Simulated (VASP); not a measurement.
Crystal: PC3.

```
P C
1.0
     4.55767    0.00000    0.00000
     0.00000    4.55767    0.00000
     0.00000    0.00000    4.55767
P C
2 6
Direct
  0.00000 0.00000 0.00000
  0.50000 0.50000 0.50000
  0.25000 0.00000 0.50000
  0.50000 0.75000 0.00000
  0.75000 0.00000 0.50000
  0.50000 0.25000 0.00000
  0.00000 0.50000 0.75000
  0.00000 0.50000 0.25000
```

```yaml
Program: VASP 6.6.1
Task: relaxation of cell and atoms
Functional: PBE
Potentials_or_basis: VASP PAW PBE potentials, release 64 (P, C)
Cutoff: 600 eV
k_mesh: 4 × 4 × 4
Occupations: gaussian, width 0.1 eV
Spin: no spin polarisation
```

At the start: pressure -24.1 GPa; volume 11.83 Å³/atom.

Problem. Where does the relaxation end?

Solution. Over 4 steps the energy falls by 332.5 meV/atom and the volume is 8.31 Å³/atom (-29.8 %); space group Pm-3n (No. 223, to 0.05 Å).

The path:
| step | energy change (eV) | largest force (eV/Å) | pressure (GPa) | volume (Å³) |
| --- | --- | --- | --- | --- |
| 1 | 0.0000 | 0.0000 | -24.09 | 94.67 |
| 2 | -2.5063 | 0.0000 | -8.26 | 72.33 |
| 3 | -2.6531 | 0.0000 | -1.88 | 67.71 |
| 4 | -2.6600 | 0.0000 | 0.09 | 66.49 |

Final structure:
```yaml
crystal:
  lattice:
    - [4.05124, 0.00000, 0.00000]
    - [0.00000, 4.05124, 0.00000]
    - [0.00000, 0.00000, 4.05124]
  atoms:
    - { symbol: P, position: [0.00000, 0.00000, 0.00000] }
    - { symbol: P, position: [0.50000, 0.50000, 0.50000] }
    - { symbol: C, position: [0.25000, 0.00000, 0.50000] }
    - { symbol: C, position: [0.50000, 0.75000, 0.00000] }
    - { symbol: C, position: [0.75000, 0.00000, 0.50000] }
    - { symbol: C, position: [0.50000, 0.25000, 0.00000] }
    - { symbol: C, position: [0.00000, 0.50000, 0.75000] }
    - { symbol: C, position: [0.00000, 0.50000, 0.25000] }
```

Caveat: the volume moved by over 15 % at a fixed basis, so the end points are rough.
